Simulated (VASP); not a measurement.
A run of VASP 6.6.1 is set up as follows.

File INCAR:

```
SYSTEM = Zn2S
  ALGO = Normal
  EDIFF = 1E-6
  ENCUT = 520
  GGA = PE
  ISIF = 2
  ISMEAR = 0
  LASPH = .TRUE.
  LCHARG = .FALSE.
  LREAL = .FALSE.
  LWAVE = .FALSE.
  NBANDS = 22
  NELM = 100
  PREC = Accurate
  SIGMA = 0.1
```

KPOINTS

```
k-points
0
G
  6 6 6
  0 0 0
```

Contents of POSCAR:

```
Zn2S
1.0
    0.0000000000      3.0143095500      3.0143095500
    3.0143095500      0.0000000000      3.0143095500
    3.0143095500      3.0143095500      0.0000000000
Zn S
2 1
Direct
    0.2500000000      0.2500000000      0.2500000000
    0.7500000000      0.7500000000      0.7500000000
    0.5000000000      0.5000000000      0.5000000000
```

Potentials or basis: VASP PAW PBE potentials, release 64 (Zn, S).

Run with:

```console
$ cat potpaw_PBE.64/Zn/POTCAR potpaw_PBE.64/S/POTCAR > POTCAR
$ mpirun -np 1 vasp_std > vasp.out
```

(1) Estimate the band gap on the k mesh.

(2) Estimate the pressure.

Results:

(1) zero (bands 15 and 16 overlap by 0.69 eV).

(2) 4.7 GPa.

Caveat: the cell stands under pressure; semilocal functionals underestimate gaps, so a narrow gap can read as zero.
